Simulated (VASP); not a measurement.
# ZnSeS (P4/mmm) in VASP: notebook, part 2 of 2

VASP 6.6.1. The steps go on from the part before.

### Step 4. Relaxation of cell and atoms, PBE

This run uses another cell than the first one, of 22.59 Å³/atom.

File INCAR:

```
PREC     = Accurate       # precision mode
ENCUT    = 600            # plane-wave cutoff, eV
EDIFF    = 1E-6           # SCF threshold, eV
ISMEAR   = 0              # smearing method
SIGMA    = 0.1            # smearing width, eV
LREAL    = False          # projectors in reciprocal space
LASPH    = True           # aspherical terms in the spheres
NELM     = 80             # most SCF steps
ALGO     = Normal         # electronic algorithm
ISIF     = 3              # what is computed and relaxed
LWAVE    = False          # write WAVECAR
LCHARG   = False          # write CHGCAR
GGA      = PE             # functional
IBRION   = 2              # ionic algorithm
NSW      = 100            # ionic steps
EDIFFG   = -0.01          # ionic threshold
```

File KPOINTS:

```
Automatic mesh
0
Gamma
  12 12 10
```

File POSCAR:

```
ZnSeS
1.0
    3.6331965911      0.0000000000      0.0000000000
    0.0000000000      3.6331965911      0.0000000000
    0.0000000000      0.0000000000      5.1329474572
Zn Se S
1 1 1
Direct
    0.0000000000      0.0000000000      0.0000000000
    0.5000000000      0.5000000000      0.0000000000
    0.5000000000      0.5000000000      0.5000000000
```

Potentials or basis: VASP PAW PBE potentials, release 64 (Zn, Se, S).

On the command line:

```sh
> cat potpaw_PBE.64/Zn/POTCAR potpaw_PBE.64/Se/POTCAR potpaw_PBE.64/S/POTCAR > POTCAR
> mpirun -np 1 vasp_std > vasp.out
```

OUTCAR:

```text
PREC = Accurate
   ENCUT = 600
   EDIFF = 1E-6
   ISMEAR = 0
   LREAL = False
   LASPH = True
   NELM = 80
   ISIF = 3
   GGA = PE
   IBRION = 2
   NSW = 100
   EDIFFG = -0.01

 ion  position               nearest neighbor table
   1  0.000  0.000  0.000-   2 2.57   2 2.57   2 2.57   2 2.57
   2  0.500  0.500  0.000-   3 2.57   3 2.57   1 2.57   1 2.57   1 2.57   1 2.57
   3  0.500  0.500  0.500-   2 2.57   2 2.57

  LATTYP: Found a simple tetragonal cell.
 ALAT       =     3.6331965911
 C/A-ratio  =     1.4127910033

  Lattice vectors:

 A1 = (   3.6331965911,   0.0000000000,   0.0000000000)
 A2 = (   0.0000000000,   3.6331965911,   0.0000000000)
 A3 = (   0.0000000000,   0.0000000000,   5.1329474572)

Analysis of symmetry for initial positions (statically):
=====================================================================
 Subroutine PRICEL returns:
 Original cell was already a primitive cell.

 Routine SETGRP: Setting up the symmetry group for a
 simple tetragonal supercell.

 Subroutine GETGRP returns: Found 16 space group operations
 (whereof 16 operations were pure point group operations)
 out of a pool of 16 trial point group operations.

The static configuration has the point symmetry D_4h.

Analysis of symmetry for dynamics (positions and initial velocities):
=====================================================================
 Subroutine PRICEL returns:
 Original cell was already a primitive cell.

 Routine SETGRP: Setting up the symmetry group for a
 simple tetragonal supercell.

 Subroutine GETGRP returns: Found 16 space group operations
 (whereof 16 operations were pure point group operations)
 out of a pool of 16 trial point group operations.

The dynamic configuration has the point symmetry D_4h.

 Subroutine INISYM returns: Found 16 space group operations
 (whereof 16 operations are pure point group operations),
 and found     1 'primitive' translations

----------------------------------------------------------------------------------------

                                     Primitive cell

  volume of cell :      67.7555

  direct lattice vectors                    reciprocal lattice vectors
     3.633196591  0.000000000  0.000000000     0.275239717  0.000000000  0.000000000
     0.000000000  3.633196591  0.000000000     0.000000000  0.275239717  0.000000000
     0.000000000  0.000000000  5.132947457     0.000000000  0.000000000  0.194819840

  length of vectors
     3.633196591  3.633196591  5.132947457     0.275239717  0.275239717  0.194819840

  position of ions in fractional coordinates (direct lattice)
     0.000000000  0.000000000  0.000000000
     0.500000000  0.500000000  0.000000000
     0.500000000  0.500000000  0.500000000

  ion indices of the primitive-cell ions
   primitive index   ion index
                 1           1
                 2           2
                 3           3

----------------------------------------------------------------------------------------

 KPOINTS: Automatic mesh

Automatic generation of k-mesh.
 Grid dimensions read from file:
 generate k-points for:   12   12   10
[... 47 lines left out ...]
   number of dos      NEDOS =    301   number of ions     NIONS =      3
   total plane-waves  NPLWV =  37800
   dimension x,y,z NGX =    30 NGY =   30 NGZ =   42
   dimension x,y,z NGXF=    60 NGYF=   60 NGZF=   84
   ions per type =               1   1   1
   NGX,Y,Z   is equivalent  to a cutoff of  13.73, 13.73, 13.60 a.u.
   NGXF,Y,Z  is equivalent  to a cutoff of  27.45, 27.45, 27.21 a.u.
 SYSTEM =  unknown system
   PREC   = accura    normal or accurate (medium, high low for compatibility)
   ISTART =      0    job   : 0-new  1-cont  2-samecut
   ICHARG =      2    charge: 1-file 2-atom 10-const
   ISPIN  =      1    spin polarized calculation?
   LNONCOLLINEAR =      F non collinear calculations
   LSORBIT =      F    spin-orbit coupling
   LASPH  =      T    aspherical Exc in radial PAW
   ENCUT  =  600.0 eV  44.10 Ry    6.64 a.u.   7.26  7.26 10.25*2*pi/ulx,y,z
   NELM   =     80;   NELMIN=  2; NELMDL= -5     # of ELM steps
   EDIFF  = 0.1E-05   stopping-criterion for ELM
   LREAL  =      F    real-space projection
   EDIFFG = -.1E-01   stopping-criterion for IOM
   NSW    =    100    number of steps for IOM
   IBRION =      2    ionic relax: 0-MD 1-quasi-New 2-CG
   NFREE  =      1    steps in history (QN), initial steepest desc. (CG)
   ISIF   =      3    stress and relaxation
   ISYM   =      2    0-nonsym 1-usesym 2-fastsym
   POTIM  = 0.5000    time-step for ionic-motion
   TEBEG  =    0.0;   TEEND  =   0.0 temperature during run
   PSTRESS=    0.0 pullay stress
   NELECT =      24.0000    total number of electrons
   NUPDOWN=      -1.0000    fix difference up-down
   EMIN   =  10.00;   EMAX   =-10.00  energy-range for DOS
   EFERMI =   0.00;   METHOD = LEGACY
   ISMEAR =     0;   SIGMA  =   0.10  broadening in eV -4-tet -1-fermi 0-gaus
   EFERMI_NEDOS =   21; number of points for ismear=-14 and -15
   IALGO  =     38    algorithm
   IMIX   =      4    mixing-type and parameters
     AMIX     =   0.40;   BMIX     =  1.00
     AMIX_MAG =   1.60;   BMIX_MAG =  1.00
  volume/ion in A,a.u.               =      22.59       152.41
  Fermi-wavevector in a.u.,A,eV,Ry     =   1.158325  2.188917 18.255161  1.341716
  Thomas-Fermi vector in A             =   2.294928
   LORBIT       =      0    0 simple, 1 ext, 2 COOP (PROOUT), +10 PAW based schemes
   GGA     = PE    functional components
   LHFCALC =     F    Hartree Fock is set to
   AEXX    =    0.0000 exact exchange contribution
   IVDW    =     0    specifies the selected vdW correction
   LEPSILON=     F    determine dielectric tensor
   LRPA    =     F    only Hartree local field effects (RPA)
 conjugate gradient relaxation of ions
 non-spin polarized calculation
 Gauss-broadening in eV      SIGMA  =   0.10
  energy-cutoff  :      600.00
  volume of cell :       67.76
 maximum number of plane-waves:      2316
 NGX is ok and might be reduce to    30
   NGX = 15   NGY = 15   NGZ = 21

--------------------------------------- Ionic step        1  -------------------------------------------

 number of electron      23.9999994 magnetization

 Free energy of the ion-electron system (eV)
  ---------------------------------------------------
  ext. energy  EPLUGINS =         0.00000000
  ---------------------------------------------------
  free energy    TOTEN  =        -7.94380079 eV

  energy without entropy =       -7.93456734  energy(sigma->0) =       -7.93918407

------------------------ aborting loop because EDIFF is reached ----------------------------------------

  FORCE on cell =-STRESS in cart. coord.  units (eV):
  Direction    XX          YY          ZZ          XY          YZ          ZX
  --------------------------------------------------------------------------------------
  -------------------------------------------------------------------------------------
  Total        0.5827225      0.5827225     -1.8586742      0.0000000      0.0000000      0.0000000
  in kB       13.7793182     13.7793182    -43.9510488      0.0000000      0.0000000      0.0000000
  external PRESSURE =      -5.4641375 kB  Pullay stress =       0.0000000 kB
[... 209 lines left out ...]
--------------------------------------- Ionic step        7  -------------------------------------------

 number of electron      24.0000011 magnetization

 Free energy of the ion-electron system (eV)
  ---------------------------------------------------
  ext. energy  EPLUGINS =         0.00000000
  ---------------------------------------------------
  free energy    TOTEN  =        -7.99211798 eV

  energy without entropy =       -7.98614158  energy(sigma->0) =       -7.98912978

 E-fermi :   2.8008     XC(G=0):  -9.4008

 val. band max:        2.7945411758   @ k =   0.1667   0.1667   0.0000
 cond. band min:       2.8012828608   @ k =   0.5000   0.0833   0.3000
 fundamental gap:      0.0067416850
 Fermi energy:         2.8007622343

 k-point     1 :       0.0000    0.0000    0.0000
  band No.  band energies     occupation
      1     -12.4527      2.00000
      2      -7.9280      2.00000
      3      -4.5388      2.00000
      4      -4.4657      2.00000
      5      -4.3648      2.00000
      6      -4.3648      2.00000
[... 433 lines left out ...]
      3      -4.5962      2.00000
      4      -4.4836      2.00000
      5      -4.4064      2.00000
      6      -4.3788      2.00000
[... 8 lines left out ...]
     15       8.3889      0.00000
     16       8.5971      0.00000

 [... further k-points ...]

------------------------ aborting loop because EDIFF is reached ----------------------------------------

  FORCE on cell =-STRESS in cart. coord.  units (eV):
  Direction    XX          YY          ZZ          XY          YZ          ZX
  --------------------------------------------------------------------------------------
  -------------------------------------------------------------------------------------
  Total       -0.0103995     -0.0103995     -0.0251803      0.0000000     -0.0000000      0.0000000
  in kB       -0.2467890     -0.2467890     -0.5975469      0.0000000     -0.0000000      0.0000000
  external PRESSURE =      -0.3637083 kB  Pullay stress =       0.0000000 kB
[... 18 lines left out ...]
  FREE ENERGIE OF THE ION-ELECTRON SYSTEM (eV)
  ---------------------------------------------------
  free  energy   TOTEN  =        -7.9921179766 eV

  energy  without entropy=       -7.9861415839  energy(sigma->0) =       -7.98912978

 reached required accuracy - stopping structural energy minimisation
```

Wall time 4.3 min (1 thread of Intel Xeon 6975P-C (Granite Rapids), shared host); peak memory 0.4 GiB.

What came out:

* Free energy: -7.9921 eV
* Relaxed volume: 22.50 Å³/atom
* Relaxed cell: a = 3.688 Å, b = 3.688 Å, c = 4.963 Å, α = 90.00°, β = 90.00°, γ = 90.00°
* Space group after relaxing (to 0.1 Å): P4/mmm (No. 123)
* Energy gained by relaxing: 16.1 meV/atom
* Ionic steps: 7
* Pressure after relaxing: 0.0 GPa
* Band gap on the k mesh: zero (bands 12 and 13 overlap by 2.85 eV)

Step by step:
| step | energy change (eV) | largest force (eV/Å) | pressure (GPa) | volume (Å³) |
| --- | --- | --- | --- | --- |
| 1 | 0.0000 | 0.0000 | -0.55 | 67.76 |
| 2 | -0.0461 | 0.0000 | 0.24 | 66.97 |
| 3 | -0.0473 | 0.0000 | 0.46 | 66.83 |
| 4 | -0.0473 | 0.0000 | 0.51 | 66.82 |
| 5 | -0.0483 | 0.0000 | 0.04 | 67.49 |
| 6 | -0.0483 | 0.0000 | 0.00 | 67.49 |
| 7 | -0.0483 | 0.0000 | -0.04 | 67.51 |

Final structure:
```
Zn Se S
1.0
     3.68835    0.00000    0.00000
     0.00000    3.68835    0.00000
     0.00000    0.00000    4.96290
Zn Se S
1 1 1
Direct
  0.00000 0.00000 0.00000
  0.50000 0.50000 0.00000
  0.50000 0.50000 0.50000
```

Levels at points of the mesh, in eV from the Fermi level:
```tsv
k point	band 8	band 9	band 10	band 11	band 12	band 13	band 14	band 15	band 16
(0.00, 0.00, 0.00)	-6.57	-3.11	-3.11	-1.15	0.44	0.44	4.43	5.09	6.14
(0.50, 0.00, 0.00)	-6.31	-5.82	-1.82	-1.46	0.92	2.34	3.20	4.21	4.75
(0.50, 0.50, 0.00)	-5.82	-5.55	-5.55	-2.16	-1.08	-1.08	5.21	5.28	5.28
(0.00, 0.00, 0.50)	-2.68	-2.68	-1.54	-1.47	-0.54	-0.54	-0.46	3.14	5.70
(0.50, 0.00, 0.50)	-5.99	-3.03	-1.16	-0.99	-0.90	-0.30	3.70	4.53	4.90
(0.50, 0.50, 0.50)	-5.17	-5.17	-2.20	-2.20	-1.90	-0.69	-0.65	3.06	9.18
```

### Step 5. The runs side by side

| task | cell | k mesh | cutoff (eV) | gap on the mesh (eV) | pressure (GPa) | relaxed volume (Å³/atom) |
| --- | --- | --- | --- | --- | --- | --- |
| relaxation of cell and atoms | relaxed from a = 3.639, b = 3.639, c = 5.156 Å, 3 atoms | 6 × 6 × 4 | 600 | none | 0.1 | 22.60 |
| single point | a = 3.685, b = 3.685, c = 4.963 Å, 3 atoms | 12 × 12 × 10 | 520 | none | 0.1 | - |
| relaxation of cell and atoms | relaxed from a = 3.633, b = 3.633, c = 5.133 Å, 3 atoms | 12 × 12 × 10 | 600 | none | 0.0 | 22.50 |

Alike in all rows: level PBE; potentials or basis VASP PAW PBE potentials, release 64 (Zn, Se, S); no spin polarisation; smearing gaussian 0.1 eV.

Absolute energies hang on the potentials; compare differences alone.
